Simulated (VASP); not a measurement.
# PbS in VASP: settings compared, part 2 of 2

VASP 6.6.1.

### Step 3. Single point, LDA

INCAR

```
SYSTEM = PbS
ALGO = Normal
DIPOL = 0.5 0.5 0.500
EDIFF = 1E-7
ENCUT = 520
IDIPOL = 3
ISIF = 2
ISMEAR = 0
LASPH = .True.
LCHARG = .False.
LDIPOL = .True.
LREAL = .False.
LWAVE = .False.
NBANDS = 50
NELM = 60
PREC = Accurate
SIGMA = 0.05
```

KPOINTS

```
k-points
0
Gamma
  8 8 1
  0 0 0
```

POSCAR

```
PbS
1.0
    4.2490215878      0.0000000000      0.0000000000
    0.0000000000      4.2490215878      0.0000000000
    0.0000000000      0.0000000000     24.0135359345
Pb S
4 4
Direct
    0.0000000000      0.0000000000      0.3123238502
    0.5000000000      0.5000000000      0.4374412834
    0.0000000000      0.0000000000      0.5625587166
    0.5000000000      0.5000000000      0.6876761498
    0.5000000000      0.5000000000      0.3123238502
    0.0000000000      0.0000000000      0.4374412834
    0.5000000000      0.5000000000      0.5625587166
    0.0000000000      0.0000000000      0.6876761498
```

Potentials or basis: VASP PAW LDA potentials, release 64 (Pb_d, S).

Launch:

```console
$ cat potpaw_LDA.64/Pb_d/POTCAR potpaw_LDA.64/S/POTCAR > POTCAR
$ mpirun -np 1 vasp_std > vasp.out
```

OUTCAR:

```text
SYSTEM = PbS
   EDIFF = 1E-7
   ENCUT = 520
   ISIF = 2
   ISMEAR = 0
   LASPH = .True.
   LREAL = .False.
   NELM = 60
   PREC = Accurate

 ion  position               nearest neighbor table
   1  0.000  0.000  0.312-   5 3.00   5 3.00   5 3.00   5 3.00   6 3.00
   2  0.500  0.500  0.437-   6 3.00   6 3.00   6 3.00   6 3.00   5 3.00   7 3.00
   3  0.000  0.000  0.563-   7 3.00   7 3.00   7 3.00   7 3.00   8 3.00   6 3.00
   4  0.500  0.500  0.688-   8 3.00   8 3.00   8 3.00   8 3.00   7 3.00
   5  0.500  0.500  0.312-   1 3.00   1 3.00   1 3.00   1 3.00   2 3.00
   6  0.000  0.000  0.437-   2 3.00   2 3.00   2 3.00   2 3.00   1 3.00   3 3.00
   7  0.500  0.500  0.563-   3 3.00   3 3.00   3 3.00   3 3.00   4 3.00   2 3.00
   8  0.000  0.000  0.688-   4 3.00   4 3.00   4 3.00   4 3.00   3 3.00

  LATTYP: Found a simple tetragonal cell.
 ALAT       =     4.2490215878
 C/A-ratio  =     5.6515448176

  Lattice vectors:

 A1 = (   4.2490215878,   0.0000000000,   0.0000000000)
 A2 = (   0.0000000000,   4.2490215878,   0.0000000000)
 A3 = (   0.0000000000,   0.0000000000,  24.0135359345)

Analysis of symmetry for initial positions (statically):
=====================================================================
 Subroutine PRICEL returns:
 Original cell was already a primitive cell.

 Routine SETGRP: Setting up the symmetry group for a
 simple tetragonal supercell.

 Subroutine GETGRP returns: Found 16 space group operations
 (whereof  8 operations were pure point group operations)
 out of a pool of 16 trial point group operations.

The static configuration has the point symmetry C_4v.
 The point group associated with its full space group is D_4h.

Analysis of symmetry for dynamics (positions and initial velocities):
=====================================================================
 Subroutine PRICEL returns:
 Original cell was already a primitive cell.

 Routine SETGRP: Setting up the symmetry group for a
 simple tetragonal supercell.

 Subroutine GETGRP returns: Found 16 space group operations
 (whereof  8 operations were pure point group operations)
 out of a pool of 16 trial point group operations.

The dynamic configuration has the point symmetry C_4v.
 The point group associated with its full space group is D_4h.

 Subroutine INISYM returns: Found 16 space group operations
 (whereof  8 operations are pure point group operations),
 and found     1 'primitive' translations

----------------------------------------------------------------------------------------

                                     Primitive cell

  volume of cell :     433.5448

  direct lattice vectors                    reciprocal lattice vectors
     4.249021588  0.000000000  0.000000000     0.235348298  0.000000000  0.000000000
     0.000000000  4.249021588  0.000000000     0.000000000  0.235348298  0.000000000
     0.000000000  0.000000000 24.013535934     0.000000000  0.000000000  0.041643180

  length of vectors
     4.249021588  4.249021588 24.013535934     0.235348298  0.235348298  0.041643180

  position of ions in fractional coordinates (direct lattice)
     0.000000000  0.000000000  0.312323850
     0.500000000  0.500000000  0.437441283
     0.000000000  0.000000000  0.562558717
     0.500000000  0.500000000  0.687676150
     0.500000000  0.500000000  0.312323850
[... 60 lines left out ...]
   total plane-waves  NPLWV = 184320
   dimension x,y,z NGX =    32 NGY =   32 NGZ =  180
   dimension x,y,z NGXF=    64 NGYF=   64 NGZF=  360
   ions per type =               4   4
   NGX,Y,Z   is equivalent  to a cutoff of  12.52, 12.52, 12.46 a.u.
   NGXF,Y,Z  is equivalent  to a cutoff of  25.04, 25.04, 24.92 a.u.
 SYSTEM =  PbS
   PREC   = accura    normal or accurate (medium, high low for compatibility)
   ISTART =      0    job   : 0-new  1-cont  2-samecut
   ICHARG =      2    charge: 1-file 2-atom 10-const
   ISPIN  =      1    spin polarized calculation?
   LNONCOLLINEAR =      F non collinear calculations
   LSORBIT =      F    spin-orbit coupling
   LASPH  =      T    aspherical Exc in radial PAW
   ENCUT  =  520.0 eV  38.22 Ry    6.18 a.u.   7.90  7.90 44.65*2*pi/ulx,y,z
   NELM   =     60;   NELMIN=  2; NELMDL= -5     # of ELM steps
   EDIFF  = 0.1E-06   stopping-criterion for ELM
   LREAL  =      F    real-space projection
   EDIFFG = 0.1E-05   stopping-criterion for IOM
   NSW    =      0    number of steps for IOM
   IBRION =     -1    ionic relax: 0-MD 1-quasi-New 2-CG
   NFREE  =      0    steps in history (QN), initial steepest desc. (CG)
   ISIF   =      2    stress and relaxation
   ISYM   =      2    0-nonsym 1-usesym 2-fastsym
   POTIM  = 0.5000    time-step for ionic-motion
   TEBEG  =    0.0;   TEEND  =   0.0 temperature during run
   PSTRESS=    0.0 pullay stress
   NELECT =      80.0000    total number of electrons
   NUPDOWN=      -1.0000    fix difference up-down
   EMIN   =  10.00;   EMAX   =-10.00  energy-range for DOS
   EFERMI =   0.00;   METHOD = LEGACY
   ISMEAR =     0;   SIGMA  =   0.05  broadening in eV -4-tet -1-fermi 0-gaus
   EFERMI_NEDOS =   21; number of points for ismear=-14 and -15
   IALGO  =     38    algorithm
   IMIX   =      4    mixing-type and parameters
     AMIX     =   0.40;   BMIX     =  1.00
     AMIX_MAG =   1.60;   BMIX_MAG =  1.00
  volume/ion in A,a.u.               =      54.19       365.71
  Fermi-wavevector in a.u.,A,eV,Ry     =   0.932023  1.761269 11.818941  0.868668
  Thomas-Fermi vector in A             =   2.058578
   LORBIT       =      0    0 simple, 1 ext, 2 COOP (PROOUT), +10 PAW based schemes
   GGA     = CA    functional components
   LHFCALC =     F    Hartree Fock is set to
   AEXX    =    0.0000 exact exchange contribution
   IVDW    =     0    specifies the selected vdW correction
   LEPSILON=     F    determine dielectric tensor
   LRPA    =     F    only Hartree local field effects (RPA)
 non-spin polarized calculation
 Gauss-broadening in eV      SIGMA  =   0.05
  energy-cutoff  :      520.00
  volume of cell :      433.54
 maximum number of plane-waves:     11723
 NGX is ok and might be reduce to    32
   NGX = 15   NGY = 15   NGZ = 89

 dipolmoment           0.000000      0.000000      0.000000 electrons x Angstroem

 number of electron      80.0000007 magnetization

 dipolmoment           0.000000      0.000000     -0.000000 electrons x Angstroem

 Free energy of the ion-electron system (eV)
  ---------------------------------------------------
  ext. energy  EPLUGINS =         0.00000000
  ---------------------------------------------------
  free energy    TOTEN  =       -38.75159490 eV

  energy without entropy =      -38.75159490  energy(sigma->0) =      -38.75159490

 E-fermi :   0.2556     XC(G=0):  -5.4475

 val. band max:       -0.0093726158   @ k =   0.5000   0.0000   0.0000
 cond. band min:       0.9850954626   @ k =   0.5000   0.0000   0.0000
 fundamental gap:      0.9944680784
 Fermi energy:         0.2556310720

 k-point     1 :       0.0000    0.0000    0.0000
  band No.  band energies     occupation
      1     -16.6257      2.00000
      2     -16.6221      2.00000
      3     -16.5395      2.00000
      4     -16.5395      2.00000
      5     -16.5394      2.00000
      6     -16.5394      2.00000
[... 784 lines left out ...]
     49       5.2526      0.00000
     50       5.2537      0.00000

------------------------ aborting loop because EDIFF is reached ----------------------------------------

 vacuum level on the upper side and lower side of the slab       (xc-potential included)        -0.082        -0.082

  FORCE on cell =-STRESS in cart. coord.  units (eV):
  Direction    XX          YY          ZZ          XY          YZ          ZX
  --------------------------------------------------------------------------------------
  -------------------------------------------------------------------------------------
  Total       -7.6583504     -7.6583504     -7.7624466      0.0000000      0.0000000      0.0000000
  in kB      -28.3016548    -28.3016548    -28.6863451      0.0000000      0.0000000      0.0000000
  external PRESSURE =     -28.4298849 kB  Pullay stress =       0.0000000 kB

 VOLUME and BASIS-vectors are now :
 -----------------------------------------------------------------------------
  energy-cutoff  :      520.00
  volume of cell :      433.54
      direct lattice vectors                 reciprocal lattice vectors
     4.249021588  0.000000000  0.000000000     0.235348298  0.000000000  0.000000000
     0.000000000  4.249021588  0.000000000     0.000000000  0.235348298  0.000000000
     0.000000000  0.000000000 24.013535934     0.000000000  0.000000000  0.041643180

 POSITION                                       TOTAL-FORCE (eV/Angst)
 -----------------------------------------------------------------------------------
      0.00000      0.00000      7.50000        -0.000000     -0.000000      0.642958
      2.12451      2.12451     10.50451         0.000000      0.000000     -0.389189
      0.00000      0.00000     13.50902         0.000000     -0.000000      0.389189
      2.12451      2.12451     16.51354         0.000000      0.000000     -0.642958
      2.12451      2.12451      7.50000         0.000000     -0.000000      0.480795
      0.00000      0.00000     10.50451         0.000000      0.000000     -0.428123
      2.12451      2.12451     13.50902        -0.000000     -0.000000      0.428123
      0.00000      0.00000     16.51354         0.000000      0.000000     -0.480795
 -----------------------------------------------------------------------------------
    total drift:                                0.000000     -0.000000     -0.000000

  FREE ENERGIE OF THE ION-ELECTRON SYSTEM (eV)
  ---------------------------------------------------
  free  energy   TOTEN  =       -38.7515948995 eV

  energy  without entropy=      -38.7515948995  energy(sigma->0) =      -38.75159490

 vacuum level on the upper side and lower side of the slab         4.683         4.683
```

Run time: 11 min. Hardware: 1 thread of Oxide Virtual Turin-like, shared host; peak memory 0.45 GiB.

Results:

- Free energy: -38.7516 eV
- Largest force: 0.643 eV/Å
- Band gap on the k mesh: 0.99 eV

Forces in eV/Å, atoms in the order of the input:
```
Pb   0.000  0.000  0.643
Pb   0.000  0.000 -0.389
Pb   0.000  0.000  0.389
Pb   0.000  0.000 -0.643
S    0.000  0.000  0.481
S    0.000  0.000 -0.428
S    0.000  0.000  0.428
S    0.000  0.000 -0.481
```

Caveat: spin-orbit coupling is left out, which moves the levels of the heavy elements.
